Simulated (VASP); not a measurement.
BaPCl, 6 atoms in the cell. It takes space group P4/nmm (No. 129, tetragonal). Conventional cell: a = 4.608 Å, b = 4.608 Å, c = 7.605 Å, α = 90.00°, β = 90.00°, γ = 90.00°. Ba (site symmetry 4mm) has 4 Cl at 2.72 Å and 5 P at 3.48 to 3.49 Å within 3.6 Å. Within 4.7 Å of P (site symmetry 4mm) lie 6 Ba at 3.48 to 4.12 Å and 4 Cl at 3.52 Å and 8 P at 3.97 to 4.61 Å. Within 3.6 Å of Cl (site symmetry -4m2) lie 4 Ba at 2.72 Å and 4 Cl at 3.26 Å and 4 P at 3.52 Å. 

| Quantity | Value |
| --- | --- |
| Program | VASP 6.6.1 |
| Task | single point |
| Functional | PBE0 |
| Potentials or basis | VASP PAW PBE potentials, release 64 (Ba_sv, P, Cl) |
| Cutoff | 520 eV |
| k mesh | 2 × 2 × 2 |
| Occupations | fermi-dirac, width 0.0257 eV |
| Spin | no spin polarisation |
| Dipole correction | no |
| Grid for exact exchange (PRECFOCK) | Fast |
| Further INCAR settings | ALGO = Normal; EDIFF = 1e-07; NBANDS = 31 |
| Share of exact exchange | 0.25 |

Potentials or basis: VASP PAW PBE potentials, release 64 (Ba_sv, P, Cl).

The run is started by

```sh
$ cat potpaw_PBE.64/Ba_sv/POTCAR potpaw_PBE.64/P/POTCAR potpaw_PBE.64/Cl/POTCAR > POTCAR
$ cp INCAR.step1 INCAR
$ mpirun -np 1 vasp_std > vasp.out
$ cp INCAR.step2 INCAR
$ mpirun -np 1 vasp_std > vasp.out
```

Hardware: 1 thread of AMD EPYC 7R13 Processor (Zen 3), on a shared host.

Question: Estimate the wall time of this run.

Answer: It took 19 min on 1 thread of AMD EPYC 7R13 Processor (Zen 3), on a shared host, peak memory 0.25 GiB. Counts: k points 6.
